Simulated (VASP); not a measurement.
# BiTe2N (I4/mmm) in VASP: single point with PBE

Aim: the single point of BiTe2N with PBE.

Program: VASP 6.6.1. These are calculated values, not measurements. Logs are shortened: lines on timing, memory, paths and dates and some standing lists are left out, and cuts for length are marked.

## (1) The cell of the first run

It takes space group I4/mmm (No. 139, tetragonal). The conventional cell has a = 5.799 Å, b = 5.799 Å, c = 5.895 Å, α = 90.00°, β = 90.00°, γ = 90.00°. Within 3.9 Å of Bi (site symmetry 4/mmm) lie 2 N at 2.95 Å and 8 Te at 3.25 Å. Within 3.9 Å of Te (site symmetry -4m2) lie 2 Te at 2.95 Å and 4 Bi at 3.25 Å and 4 N at 3.25 Å. Within 3.9 Å of N (site symmetry 4/mmm) lie 2 Bi at 2.95 Å and 8 Te at 3.25 Å.

The cell was built from a structure type or drawn by symmetry, and may not be a known phase.

## (2) Single point, PBE

INCAR

```
SYSTEM = BiTe2N
  PREC = Accurate
  ENCUT = 520
  EDIFF = 1E-6
  ISMEAR = 0
  SIGMA = 0.1
  LREAL = .False.
  LASPH = .True.
  NELM = 60
  ALGO = Normal
  ISIF = 2
  LWAVE = .False.
  LCHARG = .False.
  GGA = PE
  NBANDS = 24
```

KPOINTS

```
regular mesh
0
Gamma
  12 12 12
  0 0 0
```

POSCAR

```
BiTe2N
1.0
   -2.8992930682      2.8992930682      2.9473185969
    2.8992930682     -2.8992930682      2.9473185969
    2.8992930682      2.8992930682     -2.9473185969
Bi Te N
1 2 1
Direct
    0.5000000000      0.5000000000      0.0000000000
    0.7500000000      0.2500000000      0.5000000000
    0.2500000000      0.7500000000      0.5000000000
    0.0000000000      0.0000000000      0.0000000000
```

Potentials or basis: VASP PAW PBE potentials, release 64 (Bi_d, Te, N).

Command:

```bash
> cat potpaw_PBE.64/Bi_d/POTCAR potpaw_PBE.64/Te/POTCAR potpaw_PBE.64/N/POTCAR > POTCAR
> mpirun -np 1 vasp_std > vasp.out
```

OUTCAR:

```text
SYSTEM = BiTe2N
   PREC = Accurate
   ENCUT = 520
   EDIFF = 1E-6
   ISMEAR = 0
   LREAL = .False.
   LASPH = .True.
   NELM = 60
   ISIF = 2
   GGA = PE

 ion  position               nearest neighbor table
   1  0.500  0.500  0.000-   3 3.25   2 3.25   3 3.25   2 3.25   2 3.25   3 3.25   2 3.25   3 3.25

   2  0.750  0.250  0.500-   3 2.95   3 2.95   1 3.25   1 3.25   1 3.25   1 3.25
   3  0.250  0.750  0.500-   2 2.95   2 2.95   1 3.25   1 3.25   1 3.25   1 3.25
   4  0.000  0.000  0.000-

  LATTYP: Found a body centered tetragonal cell.
 ALAT       =     5.7985861364
 C/A-ratio  =     1.0165645651

  Lattice vectors:

 A1 = (  -2.8992930682,   2.8992930682,   2.9473185969)
 A2 = (   2.8992930682,  -2.8992930682,   2.9473185969)
 A3 = (   2.8992930682,   2.8992930682,  -2.9473185969)

Analysis of symmetry for initial positions (statically):
=====================================================================
 Subroutine PRICEL returns:
 Original cell was already a primitive cell.

 Routine SETGRP: Setting up the symmetry group for a
 body centered tetragonal supercell.

 Subroutine GETGRP returns: Found 16 space group operations
 (whereof 16 operations were pure point group operations)
 out of a pool of 16 trial point group operations.

The static configuration has the point symmetry D_4h.

Analysis of symmetry for dynamics (positions and initial velocities):
=====================================================================
 Subroutine PRICEL returns:
 Original cell was already a primitive cell.

 Routine SETGRP: Setting up the symmetry group for a
 body centered tetragonal supercell.

 Subroutine GETGRP returns: Found 16 space group operations
 (whereof 16 operations were pure point group operations)
 out of a pool of 16 trial point group operations.

The dynamic configuration has the point symmetry D_4h.

 Subroutine INISYM returns: Found 16 space group operations
 (whereof 16 operations are pure point group operations),
 and found     1 'primitive' translations

----------------------------------------------------------------------------------------

                                     Primitive cell

  volume of cell :      99.0995

  direct lattice vectors                    reciprocal lattice vectors
    -2.899293068  2.899293068  2.947318597     0.000000000  0.172455833  0.169645725
     2.899293068 -2.899293068  2.947318597     0.172455833  0.000000000  0.169645725
     2.899293068  2.899293068 -2.947318597     0.172455833  0.172455833  0.000000000

  length of vectors
     5.049602707  5.049602707  5.049602707     0.241910492  0.241910492  0.243889377

  position of ions in fractional coordinates (direct lattice)
     0.500000000  0.500000000  0.000000000
     0.750000000  0.250000000  0.500000000
     0.250000000  0.750000000  0.500000000
     0.000000000  0.000000000  0.000000000

  ion indices of the primitive-cell ions
   primitive index   ion index
                 1           1
                 2           2
                 3           3
                 4           4

----------------------------------------------------------------------------------------

 KPOINTS: regular mesh

Automatic generation of k-mesh.
 Grid dimensions read from file:
 generate k-points for:   12   12   12

 Generating k-lattice:

  Cartesian coordinates                     Fractional coordinates (reciprocal lattice)
     0.000000000  0.014371319  0.014137144     0.083333333 -0.000000000  0.000000000
     0.014371319  0.000000000  0.014137144    -0.000000000  0.083333333  0.000000000
     0.014371319  0.014371319  0.000000000     0.000000000  0.000000000  0.083333333

  Length of vectors
     0.020159208  0.020159208  0.020324115

  Shift w.r.t. Gamma in fractional coordinates (k-lattice)
     0.000000000  0.000000000  0.000000000

 Subroutine IBZKPT returns following result:
 ===========================================

 Found    163 irreducible k-points:

 Following reciprocal coordinates:
            Coordinates               Weight
  0.000000  0.000000  0.000000      1.000000
  0.083333  0.000000 -0.000000      8.000000
  0.166667  0.000000 -0.000000      8.000000
  0.250000  0.000000 -0.000000      8.000000
  0.333333  0.000000  0.000000      8.000000
  0.416667  0.000000  0.000000      8.000000
[... 16 lines left out ...]
  0.500000  0.166667 -0.000000     16.000000
 -0.416667  0.166667 -0.000000     16.000000
 [... further k-points ...]
   k-points           NKPTS =    163   k-points in BZ     NKDIM =    163   number of bands    NBANDS=     24
   number of dos      NEDOS =    301   number of ions     NIONS =      4
   total plane-waves  NPLWV =  64000
   dimension x,y,z NGX =    40 NGY =   40 NGZ =   40
   dimension x,y,z NGXF=    80 NGYF=   80 NGZF=   80
   ions per type =               1   2   1
   NGX,Y,Z   is equivalent  to a cutoff of  13.17, 13.17, 13.17 a.u.
   NGXF,Y,Z  is equivalent  to a cutoff of  26.34, 26.34, 26.34 a.u.
 SYSTEM =  BiTe2N
   PREC   = accura    normal or accurate (medium, high low for compatibility)
   ISTART =      0    job   : 0-new  1-cont  2-samecut
   ICHARG =      2    charge: 1-file 2-atom 10-const
   ISPIN  =      1    spin polarized calculation?
   LNONCOLLINEAR =      F non collinear calculations
   LSORBIT =      F    spin-orbit coupling
   LASPH  =      T    aspherical Exc in radial PAW
   ENCUT  =  520.0 eV  38.22 Ry    6.18 a.u.   9.39  9.39  9.39*2*pi/ulx,y,z
   NELM   =     60;   NELMIN=  2; NELMDL= -5     # of ELM steps
   EDIFF  = 0.1E-05   stopping-criterion for ELM
   LREAL  =      F    real-space projection
   EDIFFG = 0.1E-04   stopping-criterion for IOM
   NSW    =      0    number of steps for IOM
   IBRION =     -1    ionic relax: 0-MD 1-quasi-New 2-CG
   NFREE  =      0    steps in history (QN), initial steepest desc. (CG)
   ISIF   =      2    stress and relaxation
   ISYM   =      2    0-nonsym 1-usesym 2-fastsym
   POTIM  = 0.5000    time-step for ionic-motion
   TEBEG  =    0.0;   TEEND  =   0.0 temperature during run
   PSTRESS=    0.0 pullay stress
   NELECT =      32.0000    total number of electrons
   NUPDOWN=      -1.0000    fix difference up-down
   EMIN   =  10.00;   EMAX   =-10.00  energy-range for DOS
   EFERMI =   0.00;   METHOD = LEGACY
   ISMEAR =     0;   SIGMA  =   0.10  broadening in eV -4-tet -1-fermi 0-gaus
   EFERMI_NEDOS =   21; number of points for ismear=-14 and -15
   IALGO  =     38    algorithm
   IMIX   =      4    mixing-type and parameters
     AMIX     =   0.40;   BMIX     =  1.00
     AMIX_MAG =   1.60;   BMIX_MAG =  1.00
  volume/ion in A,a.u.               =      24.77       167.19
  Fermi-wavevector in a.u.,A,eV,Ry     =   1.123141  2.122429 17.163019  1.261446
  Thomas-Fermi vector in A             =   2.259806
   LORBIT       =      0    0 simple, 1 ext, 2 COOP (PROOUT), +10 PAW based schemes
   GGA     = PE    functional components
   LHFCALC =     F    Hartree Fock is set to
   AEXX    =    0.0000 exact exchange contribution
   IVDW    =     0    specifies the selected vdW correction
   LEPSILON=     F    determine dielectric tensor
   LRPA    =     F    only Hartree local field effects (RPA)
 non-spin polarized calculation
 Gauss-broadening in eV      SIGMA  =   0.10
  energy-cutoff  :      520.00
  volume of cell :       99.10
 maximum number of plane-waves:      2685
 NGX is ok and might be reduce to    40
   NGX = 19   NGY = 19   NGZ = 19

 number of electron      32.0000000 magnetization

 Free energy of the ion-electron system (eV)
  ---------------------------------------------------
  ext. energy  EPLUGINS =         0.00000000
  ---------------------------------------------------
  free energy    TOTEN  =       -13.31549483 eV

  energy without entropy =      -13.29314409  energy(sigma->0) =      -13.30431946

 E-fermi :   7.0109     XC(G=0): -10.1051

 val. band max:        6.9996467697   @ k =  -0.3333   0.4167   0.0833
 cond. band min:       7.0120391166   @ k =  -0.1667   0.4167   0.0833
 fundamental gap:      0.0123923470
 Fermi energy:         7.0109479119

 k-point     1 :       0.0000    0.0000    0.0000
  band No.  band energies     occupation
      1     -16.3427      2.00000
      2     -16.3280      2.00000
      3     -16.2980      2.00000
      4     -16.2980      2.00000
      5     -16.2649      2.00000
      6      -7.2825      2.00000
[... 16 lines left out ...]
     23      13.7509      0.00000
     24      16.0949      0.00000

 k-point     2 :       0.0833    0.0000   -0.0000
  band No.  band energies     occupation
      1     -16.3429      2.00000
      2     -16.3280      2.00000
      3     -16.2980      2.00000
      4     -16.2979      2.00000
      5     -16.2649      2.00000
      6      -7.2291      2.00000
[... 16 lines left out ...]
     23      14.0660      0.00000
     24      15.5993      0.00000

 k-point     3 :       0.1667    0.0000   -0.0000
  band No.  band energies     occupation
      1     -16.3433      2.00000
      2     -16.3277      2.00000
      3     -16.2978      2.00000
      4     -16.2976      2.00000
      5     -16.2647      2.00000
      6      -7.0698      2.00000
[... 16 lines left out ...]
     23      14.7611      0.00000
     24      14.9696      0.00000
[... 514 lines left out ...]
 k-point    23 :       0.5000    0.1667   -0.0000
  band No.  band energies     occupation
      1     -16.3444      2.00000
      2     -16.3270      2.00000
      3     -16.2976      2.00000
      4     -16.2957      2.00000
      5     -16.2643      2.00000
      6      -5.9123      2.00000
[... 16 lines left out ...]
     23      14.1979      0.00000
     24      14.7331      0.00000

 k-point    24 :      -0.4167    0.1667   -0.0000
  band No.  band energies     occupation
      1     -16.3438      2.00000
      2     -16.3272      2.00000
      3     -16.2981      2.00000
      4     -16.2957      2.00000
      5     -16.2645      2.00000
      6      -6.3357      2.00000
[... 16 lines left out ...]
     23      13.7319      0.00000
     24      15.0613      0.00000

 [... further k-points ...]

------------------------ aborting loop because EDIFF is reached ----------------------------------------

  FORCE on cell =-STRESS in cart. coord.  units (eV):
  Direction    XX          YY          ZZ          XY          YZ          ZX
  --------------------------------------------------------------------------------------
  -------------------------------------------------------------------------------------
  Total       -0.0466992     -0.0466992     -0.0295860      0.0000000      0.0000000      0.0000000
  in kB       -0.7550025     -0.7550025     -0.4783272      0.0000000      0.0000000      0.0000000
  external PRESSURE =      -0.6627774 kB  Pullay stress =       0.0000000 kB

 VOLUME and BASIS-vectors are now :
 -----------------------------------------------------------------------------
  energy-cutoff  :      520.00
  volume of cell :       99.10
      direct lattice vectors                 reciprocal lattice vectors
    -2.899293068  2.899293068  2.947318597     0.000000000  0.172455833  0.169645725
     2.899293068 -2.899293068  2.947318597     0.172455833  0.000000000  0.169645725
     2.899293068  2.899293068 -2.947318597     0.172455833  0.172455833  0.000000000

 POSITION                                       TOTAL-FORCE (eV/Angst)
 -----------------------------------------------------------------------------------
      0.00000      0.00000      2.94732        -0.000000     -0.000000     -0.000000
      0.00000      2.89929      1.47366         0.000000     -0.000000      0.000000
      2.89929      0.00000      1.47366        -0.000000      0.000000     -0.000000
      0.00000      0.00000      0.00000        -0.000000     -0.000000     -0.000000
 -----------------------------------------------------------------------------------
    total drift:                               -0.000000     -0.000000      0.000000

  FREE ENERGIE OF THE ION-ELECTRON SYSTEM (eV)
  ---------------------------------------------------
  free  energy   TOTEN  =       -13.3154948294 eV

  energy  without entropy=      -13.2931440908  energy(sigma->0) =      -13.30431946
```

Run time: 6 min. Hardware: 1 thread of Intel Xeon Platinum 8259CL at 2.50GHz (Skylake/Cascade Lake), shared host; peak memory 0.52 GiB.

What came out:

```yaml
Free_energy: -13.3155 eV
Pressure: -0.1 GPa
Band_gap_on_the_k_mesh: zero (bands 16 and 17 overlap by 2.19 eV)
```

Caveat: spin-orbit coupling is left out, which moves the levels of the heavy elements.
